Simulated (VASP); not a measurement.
Input of a VASP 6.6.1 run:

Contents of INCAR:

```
PREC = Accurate
ENCUT = 520
EDIFF = 1E-6
ISMEAR = 0
SIGMA = 0.05
LREAL = F
LASPH = T
NELM = 100
ALGO = Normal
ISIF = 2
LWAVE = F
LCHARG = F
GGA = PS
NBANDS = 26
```

The input KPOINTS:

```
regular mesh
0
Gamma
  6 6 10
```

Contents of POSCAR:

```
BN
1.0
    4.5302000000      0.0000000000      0.0000000000
    0.0000000000      4.5302000000      0.0000000000
    0.0000000000      0.0000000000      2.3858000000
B N
4 4
Direct
    0.1741337327      0.8258662673      0.5000000000
    0.3258662673      0.3258662673      0.0000000000
    0.6741337327      0.6741337327      0.0000000000
    0.8258662673      0.1741337327      0.5000000000
    0.8123909516      0.8123909516      0.5000000000
    0.3123909516      0.6876090484      0.0000000000
    0.6876090484      0.3123909516      0.0000000000
    0.1876090484      0.1876090484      0.5000000000
```

Potentials or basis: VASP PAW PBE potentials, release 64 (B, N).

Launch:

```console
$ cat potpaw_PBE.64/B/POTCAR potpaw_PBE.64/N/POTCAR > POTCAR
$ mpirun -np 1 vasp_std > vasp.out
```

Q: Predict the pressure.

A: 7.6 GPa.

Q: Predict the band gap on the k mesh.

A: 4.40 eV (least direct gap 5.70 eV).

Q: Estimate the largest force.

A: 0.836 eV/Å.

Stress tensor (GPa, compression positive):
```
-20.60   0.00   0.00
  0.00 -20.60   0.00
  0.00   0.00  63.98
```

Caveat: the stress differs along the axes, from -21 to 64 GPa; the PAW data sets were made with another functional, which shifts forces and pressure a little. A k mesh can miss the band edges.
